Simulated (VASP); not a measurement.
**Al12Pt: single point with PBEsol**

The system is Al12Pt, a slab with vacuum.

```xyz
13
Lattice="5.7276 0.0000 0.0000 2.8638 4.9602 0.0000 0.0000 0.0000 16.6765" Properties=species:S:1:pos:R:3 pbc="T T T"
Al    1.4319    0.8267    1.0000
Al    4.2957    0.8267    1.0000
Al    2.8638    3.3068    1.0000
Al    5.7276    3.3068    1.0000
Al    0.0019    1.6375    3.2667
Al    2.8654    1.7059    3.2322
Al    1.4282    4.2159    3.4140
Al    4.2983    4.2169    3.4067
Al    0.0014   -0.1756    5.8731
Al    2.8672    0.0670    5.8285
Al    1.2370    2.4961    5.4805
Al    4.4907    2.5046    5.4705
Pt    2.8698    2.2833    7.0973
```

```yaml
Program: VASP 6.6.1
Task: single point
Functional: PBEsol
Potentials_or_basis: VASP PAW PBE potentials, release 64 (Al, Pt)
Cutoff: 520 eV
k_mesh: 3 × 3 × 1
Occupations: fermi-dirac, width 0.05 eV
Spin: no spin polarisation
```

* Largest force: 0.309 eV/Å
* Band gap on the k mesh: zero (bands 23 and 24 overlap by 0.09 eV)

Forces on the atoms (eV/Å):
```
Al   0.291  0.080 -0.065
Al  -0.291  0.076 -0.059
Al   0.000 -0.210  0.079
Al   0.002  0.100  0.032
Al   0.000  0.012 -0.012
Al  -0.003  0.011 -0.001
Al   0.003  0.014  0.013
Al  -0.002  0.017  0.018
Al  -0.002 -0.021  0.007
Al  -0.002 -0.010  0.010
Al   0.002  0.029 -0.012
Al   0.004  0.024 -0.002
Pt  -0.002 -0.123 -0.009
```

Levels at points of the mesh, in eV from the Fermi level:
```tsv
k point	band 21	band 22	band 23	band 24	band 25	band 26
(0.00, 0.00, 0.00)	-1.81	-0.71	-0.41	-0.06	-0.01	0.09
```

Run time: 2.2 min on 1 thread of AMD EPYC 9R45 96-Core Processor (Zen 5), on a shared host, peak memory 0.59 GiB.

Caveat: the k points lie up to 0.42 Å⁻¹ apart; the PAW data sets were made with another functional, which shifts forces and pressure a little; spin-orbit coupling is left out, which moves the levels of the heavy elements.
